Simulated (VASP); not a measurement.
**Co: single point with PBE**

Co:

```
Co
1.0
     2.48736    0.00000    0.00000
    -1.24368    2.15412    0.00000
     0.00000    0.00000    4.06329
Co
2
Cartesian
  0.0000 1.4361 3.0074
  1.2437 0.7180 1.0559
```

| Quantity | Value |
| --- | --- |
| Program | VASP 6.6.1 |
| Task | single point |
| Functional | PBE |
| Potentials or basis | VASP PAW PBE potentials, release 64 (Co) |
| Cutoff | 520 eV |
| k mesh | 10 × 10 × 6 |
| Occupations | fermi-dirac, width 0.05 eV |
| Spin | collinear spin, ferromagnetic start |
| Starting moments | [3.0, 3.0] μB |
| Fixed moment | 6 μB |

The pressure is 44.0 GPa, the largest force is 1.113 eV/Å and the net moment is 6.00 μB per cell. The site moments are Co +2.87 μB and the valence electrons inside the program's atomic spheres are Co 8.22.

Forces in eV/Å, atoms in the order of the input:
```
Co   0.000  0.000  1.113
Co   0.000  0.000 -1.113
```

Stress tensor (GPa, compression positive):
```
42.63  0.00  0.00
 0.00 42.63  0.00
 0.00  0.00 46.68
```

It took 87 s on 1 thread of Intel Xeon 8259CL (shared host), peak memory 0.17 GiB.

Caveat: the cell stands under pressure; the total moment is fixed, so each spin has its own Fermi level; forces of over 1 eV/Å act on the atoms, so gaps and moduli don't describe the material at rest.
